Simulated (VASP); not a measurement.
A run of VASP 6.6.1:

INCAR

```
  PREC = Accurate
  ENCUT = 520
  EDIFF = 1E-6
  ISMEAR = 0
  SIGMA = 0.1
  LREAL = F
  LASPH = T
  NELM = 60
  ALGO = Normal
  ISIF = 2
  LWAVE = F
  LCHARG = T
  GGA = PE
  LELF = T
  LVHAR = T
  NBANDS = 15
```

The input KPOINTS:

```
regular mesh
0
Gamma
  16 16 16
```

File POSCAR:

```
ZrC
1.0
    0.0000000000      2.3611854807      2.3611854807
    2.3611854807      0.0000000000      2.3611854807
    2.3611854807      2.3611854807      0.0000000000
Zr C
1 1
Direct
    0.5000000000      0.5000000000      0.5000000000
    0.0000000000      0.0000000000      0.0000000000
```

Potentials or basis: VASP PAW PBE potentials, release 64 (Zr_sv, C).

Launch:

```console
$ cat potpaw_PBE.64/Zr_sv/POTCAR potpaw_PBE.64/C/POTCAR > POTCAR
$ mpirun -np 1 vasp_std > vasp.out
```

Hardware: 1 thread of Intel Xeon 6975P-C (shared host).

How long does it take, and how much memory?

Wall time 53 s on 1 thread of Intel Xeon 6975P-C, with other jobs on the host, peak memory 0.2 GiB. Counts: scf iterations 14, k points 145.
